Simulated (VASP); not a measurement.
A run of VASP 6.6.1:

The input INCAR:

```
SYSTEM = Hf
PREC = Accurate
ENCUT = 520
EDIFF = 1E-6
ISMEAR = 0
SIGMA = 0.15
LREAL = .FALSE.
LASPH = .TRUE.
NELM = 80
ALGO = Fast
ISIF = 2
LWAVE = .FALSE.
LCHARG = .FALSE.
GGA = PE
NBANDS = 17
```

Contents of KPOINTS:

```
regular mesh
0
G
  18 18 10
  0 0 0
```

Contents of POSCAR:

```
Hf
1.0
    3.2925994799      0.0000000000      0.0000000000
   -1.6462997400      2.8514747941      0.0000000000
    0.0000000000      0.0000000000      4.9060660000
Hf
2
Direct
    0.3333333333      0.6666666667      0.2500000000
    0.6666666667      0.3333333333      0.7500000000
```

Potentials or basis: VASP PAW PBE potentials, release 64 (Hf_pv).

Run with:

```console
$ cat potpaw_PBE.64/Hf_pv/POTCAR > POTCAR
$ mpirun -np 1 vasp_std > vasp.out
```

Hardware: 1 thread of Intel(R) Xeon(R) 6975P-C (Granite Rapids) (shared host).

Question: How long does it take, and how much memory?

Answer: Run time: 56 s on 1 thread of Intel(R) Xeon(R) 6975P-C (Granite Rapids), on a shared host, peak memory 0.25 GiB. Counts: scf iterations 16, k points 222.
